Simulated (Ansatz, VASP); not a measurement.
Two plane-wave programs on PbSe

File POSCAR:

```
PbSe
1.0
    0.0000000000      2.8815934758      3.4579121710
    2.8815934758      0.0000000000      3.4579121710
    2.8815934758      2.8815934758      0.0000000000
Pb Se
1 1
Direct
    0.0000000000      0.0000000000      0.0000000000
    0.5000000000      0.5000000000      0.5000000000
```

Contents of INCAR.step1:

```
PREC = Accurate
ENCUT = 520
ISMEAR = 0
SIGMA = 0.05
LREAL = F
LASPH = T
NELM = 100
NBANDS = 17
GGA = PE
ALGO = Normal
EDIFF = 1E-4
LWAVE = T
LCHARG = F
```

File INCAR.step2:

```
PREC = Accurate
ENCUT = 520
EDIFF = 1E-6
ISMEAR = 0
SIGMA = 0.05
LREAL = F
LASPH = T
NELM = 100
ALGO = Normal
ISIF = 2
LWAVE = F
LCHARG = F
METAGGA = R2SCAN
LMIXTAU = T
NBANDS = 17
ISTART = 1
```

File KPOINTS:

```
Automatic mesh
0
Gamma
  10 10 10
```

Input for Ansatz:

```yaml
crystal:
  lattice:
    - [0.0, 2.8815934758, 3.457912171]
    - [2.8815934758, 0.0, 3.457912171]
    - [2.8815934758, 2.8815934758, 0.0]
  atoms:
    - { symbol: Pb, position: [0.0, 0.0, 0.0] }
    - { symbol: Se, position: [0.5, 0.5, 0.5] }
basis:
  ecutwfc: 500
kpoints:
  mp_grid: { grid: [10, 10, 10] }
hamiltonian:
  xc: r2scan
scf:
  occupations: { method: gaussian, width: 0.05 }
output:
  forces: true
  stress: true
  eigenvalues: true
```

Alike in both runs: task single point; functional r2SCAN; k mesh 10 × 10 × 10; occupations gaussian, width 0.05 eV; no spin polarisation.

|  | VASP | Ansatz |
| --- | --- | --- |
| version | VASP 6.6.1 | Ansatz 0.2.0 |
| potentials or method | VASP PAW PBE potentials, release 64 (Pb_d, Se), cutoff 520 eV | scalar-relativistic, plane waves, PAW |
| valence electrons in the cell | 20 | 30 |

```tsv
	VASP	Ansatz	Ansatz less VASP
gap on the k mesh at the Fermi level (eV)	0.12	0.12	+0.001
least direct gap on the mesh (eV)	0.15	0.16	+0.005
pressure (GPa)	5.9	5.9	-0.02
traceless stress, the component that is largest in VASP (GPa)	-11.66	-11.62	+0.044
```

VASP's potentials were made for PBE, not for r2SCAN. The functional is the same, so the differences come from potentials, cutoffs and numerics. VASP's potentials hold 20 valence electrons a cell and Ansatz's 30, so a difference there can come from the potentials and not from the codes.

Neither program's run includes spin-orbit coupling.
